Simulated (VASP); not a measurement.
Here is a VASP 6.6.1 calculation.

Contents of INCAR:

```
SYSTEM = Ga3AsP2
PREC = Accurate ; ENCUT = 520
EDIFF = 1E-7 ; ISMEAR = 0
SIGMA = 0.1 ; LREAL = .FALSE.
LASPH = .TRUE. ; NELM = 100
ALGO = Normal ; ISIF = 2
LWAVE = .FALSE. ; LCHARG = .FALSE.
GGA = PE ; NBANDS = 66
```

The input KPOINTS:

```
Automatic mesh
0
G
  6 6 1
  0 0 0
```

File POSCAR:

```
Ga3AsP2
1.0
    3.9366708507     -0.0006955918     -0.0000514544
   -1.9689306554      3.4107245962      0.0000656416
   -0.0002791196      0.0003224893     19.4600363625
Ga P As
6 4 2
Direct
    0.3327233097      0.6661571880      0.3300009202
    0.3330845350      0.6664948004      0.6666178376
    0.3330679962      0.6665111919      0.0034180225
    0.6669573434      0.3334630336      0.1666464118
    0.6669562575      0.3335661059      0.5034284414
    0.6672234792      0.3337881472      0.8299661412
    0.3337054342      0.6668622363      0.1263047482
    0.3339433083      0.6671719728      0.7898917041
    0.6659775791      0.3328014016      0.2899070261
    0.6663111497      0.3330990918      0.6263170953
    0.3337129923      0.6669602870      0.4577682931
    0.6663366155      0.3331245436      0.9577333587
```

Potentials or basis: VASP PAW PBE potentials, release 64 (Ga_d, P, As).

Run with:

```sh
$ cat potpaw_PBE.64/Ga_d/POTCAR potpaw_PBE.64/P/POTCAR potpaw_PBE.64/As/POTCAR > POTCAR
$ mpirun -np 1 vasp_std > vasp.out
```

(1) Predict the band gap on the k mesh.

(2) Estimate the largest force.

Answers

(1) 0.88 eV, direct.

(2) 0.016 eV/Å.
